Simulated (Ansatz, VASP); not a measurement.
## Ca3Y: VASP beside Ansatz

```
Ca Y
1.0
     0.00000    4.24557    4.24557
     4.24557    0.00000    4.24557
     4.24557    4.24557    0.00000
Ca Y
3 1
Direct
  0.23959 0.26306 0.26166
  0.73567 0.76638 0.73232
  0.50888 0.48234 0.49404
  0.98958 0.01080 0.00692
```

Alike in both runs: task single point; functional LDA; k mesh 4 × 4 × 4; no spin polarisation.

|  | VASP | Ansatz |
| --- | --- | --- |
| version | VASP 6.6.1 | Ansatz 0.2.0 |
| potentials or method | VASP PAW LDA potentials, release 64 (Ca_sv, Y_sv) | plane waves, PAW |
| plane-wave cutoff (eV) | 520 | 420 |
| occupations | methfessel-paxton of order 1, width 0.1 eV | methfessel-paxton of order 1 |
| valence electrons in the cell | 41 | 41 |

```tsv
	VASP	Ansatz	Ansatz less VASP
rms of the force components (eV/Å)	0.163	0.163	-0.0005
```

LDA's correlation is that of Perdew and Zunger in VASP and of Perdew and Wang (1992) in Ansatz. Atom by atom the forces differ by 0.001 eV/Å (rms over components).
